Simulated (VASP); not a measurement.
Runs of VASP 6.6.1 on AlN (AlN (P6_3mc)). The structure is that of space group P6_3mc (No. 186), or close to it. The cells are those of the table. 

| task | cell | k mesh | cutoff (eV) | smearing | gap on the mesh (eV) | pressure (GPa) |
| --- | --- | --- | --- | --- | --- | --- |
| single point | a = 3.130, b = 3.130, c = 5.017 Å, angles 90.0, 90.0, 120.0°, 4 atoms | 10 × 10 × 6 | 520 | gaussian 0.01 eV | 4.05 | -0.2 |
| single point | a = 3.130, b = 3.130, c = 5.017 Å, angles 90.0, 90.0, 120.0°, 4 atoms | 2 × 2 × 2, shifted | 520 | gaussian 0.01 eV | (a) | -0.6 |
| relaxation of cell and atoms | relaxed from a = 3.129, b = 3.129, c = 5.017 Å, angles 90.0, 90.0, 120.0°, 4 atoms | 10 × 10 × 6 | 600 | gaussian 0.01 eV | 4.06 | 0.0 |
| single point | a = 3.130, b = 3.130, c = 5.017 Å, angles 90.0, 90.0, 120.0°, 4 atoms | 10 × 10 × 6 | 520 | fermi-dirac 0.01 eV | 4.05 | -0.2 |

Alike in all rows: level PBE; potentials or basis VASP PAW PBE potentials, release 64 (Al, N); no spin polarisation.

**Question.** Estimate the missing entries.

**Answer.** (a) 5.74.

Caveats: some runs use coarse meshes.

A k mesh can miss the band edges.
